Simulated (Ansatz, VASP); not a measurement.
HC12 in VASP and in Ansatz

The input INCAR:

```
SYSTEM = HC12
ALGO = Normal
DIPOL = 0.5 0.5 0.302
EDIFF = 1E-6
ENCUT = 520
GGA = PE
IDIPOL = 3
ISIF = 2
ISMEAR = 0
ISPIN = 2
IVDW = 12
LASPH = .TRUE.
LCHARG = .FALSE.
LDIPOL = .TRUE.
LORBIT = 11
LREAL = .FALSE.
LWAVE = .FALSE.
MAGMOM = 0 0 0 0 0 0 0 0 0 0 0 0 1
NBANDS = 40
NELM = 150
PREC = Accurate
SIGMA = 0.05
```

KPOINTS

```
k-points
0
G
  6 7 1
  0 0 0
```

Contents of POSCAR:

```
HC12
1.0
    4.9311586502      0.0000000000      0.0000000000
    0.0000000000      4.0098697767      0.0000000000
    0.0000000000      0.0000000000     21.6014232414
C H
12 1
Direct
    0.2500000000      0.3776970832      0.1851729840
    0.7500000000      0.3776970832      0.1851729840
    0.0000000000      0.4720802753      0.2130426460
    0.5000000000      0.4720802753      0.2130426460
    0.0000000000      0.6609562027      0.2688143161
    0.5000000000      0.6609562027      0.2688143161
    0.2500000000      0.7503681903      0.2962457608
    0.7500000000      0.7503681903      0.2962457608
    0.2500000000      0.9412921293      0.3552728042
    0.7500000000      0.9412921293      0.3552728042
    0.0000000000      0.0234303656      0.3796705036
    0.5000000000      0.0234303656      0.3796705036
    0.2500000000      0.1900970322      0.5231795662
```

Input for Ansatz:

```yaml
crystal:
  lattice:
    - [4.9311586502, 0.0, 0.0]
    - [0.0, 4.0098697767, 0.0]
    - [0.0, 0.0, 21.6014232414]
  atoms:
    - { symbol: C, position: [0.25, 0.3776970832, 0.185172984] }
    - { symbol: C, position: [0.75, 0.3776970832, 0.185172984] }
    - { symbol: C, position: [0.0, 0.4720802753, 0.213042646] }
    - { symbol: C, position: [0.5, 0.4720802753, 0.213042646] }
    - { symbol: C, position: [0.0, 0.6609562027, 0.2688143161] }
    - { symbol: C, position: [0.5, 0.6609562027, 0.2688143161] }
    - { symbol: C, position: [0.25, 0.7503681903, 0.2962457608] }
    - { symbol: C, position: [0.75, 0.7503681903, 0.2962457608] }
    - { symbol: C, position: [0.25, 0.9412921293, 0.3552728042] }
    - { symbol: C, position: [0.75, 0.9412921293, 0.3552728042] }
    - { symbol: C, position: [0.0, 0.0234303656, 0.3796705036] }
    - { symbol: C, position: [0.5, 0.0234303656, 0.3796705036] }
    - { symbol: H, position: [0.25, 0.1900970322, 0.5231795662], spin: 1.0 }
basis:
  ecutwfc: 420
kpoints:
  mp_grid: { grid: [6, 7, 1] }
hamiltonian:
  xc: pbe
  pseudopotentials: { kind: paw, azcp: { folder: soft_1 } }
  dispersion: d3bj
scf:
  occupations: { method: gaussian, width: 0.05 }
output:
  forces: true
  eigenvalues: true
  populations: true
magnetization:
  spin_polarized: true
efield:
  axis: 3
  dipole_correction: true
  ramp_width: 0.04
```

Alike in both runs: task single point; functional PBE; dispersion D3(BJ); k mesh 6 × 7 × 1; occupations gaussian, width 0.05 eV; collinear spin.

|  | VASP | Ansatz |
| --- | --- | --- |
| version | VASP 6.6.1 | Ansatz 0.2.0 |
| potentials or method | VASP PAW PBE potentials, release 64 (C, H), cutoff 520 eV | scalar-relativistic, plane waves, PAW |
| valence electrons in the cell | 49 | 49 |

Ansatz gave:

| Property | Result |
| --- | --- |
| gap on the k mesh at the Fermi level (eV) | 0.61 |
| least direct gap on the mesh (eV) | 0.63 |
| rms of the force components (eV/Å) | 1.065 |
| net moment per atom (μB) | 0.08 |
| size of the moment on the site where the two differ most (μB) | 0.89 |

**Question.** Estimate VASP's values.

**Answer.** gap on the k mesh at the Fermi level (eV): 0.02; least direct gap on the mesh (eV): 0.06; rms of the force components (eV/Å): 0.903; net moment per atom (μB): 0.08; size of the moment on the site where the two differ most (μB): 0.37.

Site moments also hang on the region over which each program counts them. Atom by atom the forces differ by 0.284 eV/Å (rms over components).
